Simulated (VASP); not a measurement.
Crystal: RbHg.

```
Rb Hg
1.0
     0.00000    3.32073    3.32073
     3.32073    0.00000    3.32073
     3.32073    3.32073    0.00000
Rb Hg
1 1
Direct
  0.75000 0.75000 0.75000
  0.00000 0.00000 0.00000
```

- Program: VASP 6.6.1
- Task: relaxation of cell and atoms
- Functional: PBE
- Potentials or basis: VASP PAW PBE potentials, release 64 (Rb_sv, Hg)
- Cutoff: 600 eV
- k mesh: 4 × 4 × 4
- Occupations: gaussian, width 0.1 eV
- Spin: no spin polarisation

At the start: pressure 13.3 GPa; volume 36.62 Å³/atom.

Task: How do energy, volume and symmetry change on relaxing?

Result: Over 5 steps the energy falls by 773.8 meV/atom and the volume is 72.64 Å³/atom (+98.4 %); space group F-43m (No. 216, to 0.05 Å).

The path:
```csv
step,energy change (eV),largest force (eV/Å),pressure (GPa),volume (Å³)
1,0.0000,0.0000,13.35,73.24
2,-1.3849,0.0000,1.97,110.57
3,-1.4952,0.0000,0.92,123.20
4,-1.5434,0.0000,-0.19,151.28
5,-1.5476,0.0000,-0.04,145.29
```

Final structure:
```
CELL_PARAMETERS angstrom
0.00000 4.17253 4.17253
4.17253 0.00000 4.17253
4.17253 4.17253 0.00000
ATOMIC_POSITIONS crystal
Rb 0.75000 0.75000 0.75000
Hg 0.00000 0.00000 0.00000
```

Caveat: the k points lie up to 0.33 Å⁻¹ apart in the final cell; the volume moved by over 15 % at a fixed basis, so the end points are rough.
